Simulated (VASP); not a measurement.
Here is a VASP 6.6.1 calculation.

Contents of INCAR:

```
ALGO = Normal
EDIFF = 1E-6
ENCUT = 500
GGA = PE
GGA_COMPAT = F
ISIF = 2
ISMEAR = 0
LASPH = T
LCHARG = T
LELF = T
LMAXMIX = 6
LREAL = F
LVHAR = T
LWAVE = F
NBANDS = 28
NELM = 200
PREC = Accurate
SIGMA = 0.1
```

File KPOINTS:

```
k-points
0
Gamma
  4 4 4
```

File POSCAR:

```
SmAuSe3
1.0
    4.8144349000      0.0000000000      0.0000000000
    0.0000000000      4.8144349000      0.0000000000
    0.0000000000      0.0000000000      4.8144349000
Sm Se Au
1 3 1
Direct
    0.0000000000      0.0000000000      0.0000000000
    0.0000000000      0.5000000000      0.5000000000
    0.5000000000      0.0000000000      0.5000000000
    0.5000000000      0.5000000000      0.0000000000
    0.5000000000      0.5000000000      0.5000000000
```

Potentials or basis: VASP PAW PBE potentials, release 64 (Sm_3, Se, Au), 4f in core.

The run is started by

```bash
$ cat potpaw_PBE.64/Sm_3/POTCAR potpaw_PBE.64/Se/POTCAR potpaw_PBE.64/Au/POTCAR > POTCAR
$ mpirun -np 1 vasp_std > vasp.out
```

Problem. Predict the pressure.

Solution. 15.1 GPa.

Problem. Predict the band gap on the k mesh.

Solution. Zero (bands 20 and 21 overlap by 2.50 eV).

Caveat: the cell stands under pressure; spin-orbit coupling is left out, which moves the levels of the heavy elements; the 4f electrons are frozen in the core, so they carry no moment and show no levels; the run has no spin polarisation, though such a crystal can be magnetic. With open d or f shells a metallic result of PBE can be an artefact of self-interaction; +U or a hybrid may open a gap.
